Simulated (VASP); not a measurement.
Here is a VASP 6.6.1 calculation.

The input POSCAR:

```
C
1.0
    2.4737402487      0.0000000000      0.0000000000
   -1.2368701244      2.1423218978      0.0000000000
    0.0000000000      0.0000000000      4.1189829197
C
4
Direct
    0.3333333333      0.6666666667     -0.0000837947
    0.6666666667      0.3333333333      0.4999162053
    0.3333333333      0.6666666667      0.3740837947
    0.6666666667      0.3333333333      0.8740837947
```

Contents of INCAR.step1:

```
ALGO = Normal
EDIFF = 1E-5
ENCUT = 520
GGA = PE
ISIF = 2
ISMEAR = 0
LASPH = True
LCHARG = False
LREAL = False
LWAVE = True
NBANDS = 16
NELM = 100
PREC = Accurate
SIGMA = 0.01
```

File INCAR.step2:

```
ALGO = Normal
EDIFF = 1E-7
ENCUT = 520
GGA = PE
HFSCREEN = 0.2079
ISIF = 2
ISMEAR = 0
ISTART = 1
LASPH = True
LCHARG = False
LHFCALC = True
LREAL = False
LWAVE = False
NBANDS = 16
NELM = 100
PREC = Accurate
PRECFOCK = Normal
SIGMA = 0.01
```

The input KPOINTS:

```
k-points
0
Gamma
  9 9 4
```

Potentials or basis: VASP PAW PBE potentials, release 64 (C).

Command:

```sh
$ cat potpaw_PBE.64/C/POTCAR > POTCAR
$ cp INCAR.step1 INCAR
$ mpirun -np 1 vasp_std > vasp.out
$ cp INCAR.step2 INCAR
$ mpirun -np 1 vasp_std > vasp.out
```

Problem. What does it give for the pressure?

Solution. 12.4 GPa.

Problem. What does it give for the largest force?

Solution. 0.021 eV/Å.

Problem. Estimate the band gap on the k mesh.

Solution. 4.21 eV (least direct gap 6.37 eV).

Stress tensor (GPa, compression positive):
```
12.61  0.00  0.00
 0.00 12.61  0.00
 0.00  0.00 12.02
```

Caveat: the cell stands under pressure; the PAW data sets were made with another functional, which shifts forces and pressure a little. A k mesh can miss the band edges.
